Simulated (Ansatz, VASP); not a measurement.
# Two plane-wave programs on SnO

The input INCAR:

```
SYSTEM = SnO
ALGO = Normal
DIPOL = 0.5 0.5 0.399
EDIFF = 1E-6
ENCUT = 520
GGA = PE
IDIPOL = 3
ISIF = 2
ISMEAR = 0
IVDW = 12
LASPH = .TRUE.
LCHARG = .FALSE.
LDIPOL = .TRUE.
LREAL = .FALSE.
LWAVE = .FALSE.
NBANDS = 50
NELM = 60
PREC = Accurate
SIGMA = 0.05
```

Contents of KPOINTS:

```
k-points
0
G
  7 7 1
  0 0 0
```

POSCAR

```
SnO
1.0
    3.8201528543      0.0002954551      0.0000000000
   -0.0003145191      3.8201528528      0.0000000000
    0.0000000000      0.0000000000     22.2260743460
Sn O
4 4
Direct
    0.9999452911      0.9999452911      0.2024649036
    0.4999452911      0.4999452911      0.3087831466
    0.8332786245      0.4999452911      0.4896517938
    1.3332786245      0.9999452911      0.5959700368
    0.9999461074      0.4999461074      0.2556240251
    0.4999461074      0.9999461074      0.2556240251
    0.8332778082      0.9999444748      0.5428109153
    1.3332778082      0.4999444748      0.5428109153
```

Input for Ansatz:

```yaml
crystal:
  lattice:
    - [3.8201528543, 0.0002954551, 0.0]
    - [-0.0003145191, 3.8201528528, 0.0]
    - [0.0, 0.0, 22.226074346]
  atoms:
    - { symbol: Sn, position: [0.9999452911, 0.9999452911, 0.2024649036] }
    - { symbol: O, position: [0.9999461074, 0.4999461074, 0.2556240251] }
    - { symbol: O, position: [0.4999461074, 0.9999461074, 0.2556240251] }
    - { symbol: Sn, position: [0.4999452911, 0.4999452911, 0.3087831466] }
    - { symbol: Sn, position: [0.8332786245, 0.4999452911, 0.4896517938] }
    - { symbol: O, position: [0.8332778082, 0.9999444748, 0.5428109153] }
    - { symbol: O, position: [1.3332778082, 0.4999444748, 0.5428109153] }
    - { symbol: Sn, position: [1.3332786245, 0.9999452911, 0.5959700368] }
basis:
  ecutwfc: 420
kpoints:
  mp_grid: { grid: [7, 7, 1] }
hamiltonian:
  xc: pbe
  pseudopotentials: { kind: paw, azcp: { folder: soft_1 } }
  dispersion: d3bj
scf:
  occupations: { method: gaussian, width: 0.05 }
output:
  forces: true
  eigenvalues: true
efield:
  axis: 3
  dipole_correction: true
  ramp_width: 0.04
```

Alike in both runs: task single point; functional PBE; dispersion D3(BJ); k mesh 7 × 7 × 1; occupations gaussian, width 0.05 eV; no spin polarisation.

|  | VASP | Ansatz |
| --- | --- | --- |
| version | VASP 6.6.1 | Ansatz 0.2.0 |
| potentials or method | VASP PAW PBE potentials, release 64 (Sn_d, O), cutoff 520 eV | scalar-relativistic, plane waves, PAW |
| valence electrons in the cell | 80 | 80 |

VASP gave:

- gap on the k mesh at the Fermi level (eV): 2.32
- least direct gap on the mesh (eV): 2.52
- rms of the force components (eV/Å): 0.036

Q: Which values does Ansatz return?

A: gap on the k mesh at the Fermi level (eV): 2.32; least direct gap on the mesh (eV): 2.56; rms of the force components (eV/Å): 0.016.

Ansatz's warnings: structure snapped to symmetry.
